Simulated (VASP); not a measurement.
# LiCl: single point with LDA

The system is LiCl.

```
Li Cl
1.0
     3.72864    0.00000    0.00000
    -1.86432    3.22910    0.00000
     0.00000    0.00000    6.03930
Li Cl
2 2
Direct
  0.66667 0.33333 0.87602
  0.33333 0.66667 0.37602
  0.66667 0.33333 0.49898
  0.33333 0.66667 0.99898
```

This cell differs from its parent crystal: strain -0.050 along x and y, -0.050 along z.

```json
{
  "Program": "VASP 6.6.1",
  "Task": "single point",
  "Functional": "LDA",
  "Potentials or basis": "VASP PAW LDA potentials, release 64 (Li_sv, Cl)",
  "Cutoff": "520 eV",
  "k mesh": "9 × 9 × 4",
  "Occupations": "gaussian, width 0.05 eV",
  "Spin": "no spin polarisation",
  "Dipole correction": "no",
  "Further INCAR settings": "ALGO = Normal; EDIFF = 1e-06; NBANDS = 18"
}
```

| Quantity | Value |
| --- | --- |
| Largest force | 0.021 eV/Å |
| Band gap on the k mesh | 6.07 eV, direct |

Forces in eV/Å, atoms in the order of the input:
```
Li   0.000  0.000  0.021
Li   0.000  0.000  0.021
Cl   0.000  0.000 -0.021
Cl   0.000  0.000 -0.021
```

Levels at points of the mesh, in eV from the valence-band top:
| k point | band 6 | band 7 | band 8 | band 9 | band 10 | band 11 | band 12 | band 13 | band 14 | band 15 |
| --- | --- | --- | --- | --- | --- | --- | --- | --- | --- | --- |
| (0.00, 0.00, 0.00) | -0.43 | -0.43 | -0.02 | -0.02 | 0.00 | 6.07 | 8.30 | 9.86 | 9.86 | 10.25 |
| (0.00, 0.00, 0.50) | -1.44 | -0.23 | -0.23 | -0.23 | -0.23 | 7.42 | 7.42 | 10.11 | 10.11 | 10.11 |

It took 26 s on 1 thread of Intel(R) Xeon(R) Platinum 8559C (Emerald Rapids), on a shared host, peak memory 0.17 GiB.

Caveat: the cell differs from its parent crystal (strain -0.050 along x and y, -0.050 along z). A k mesh can miss the band edges.
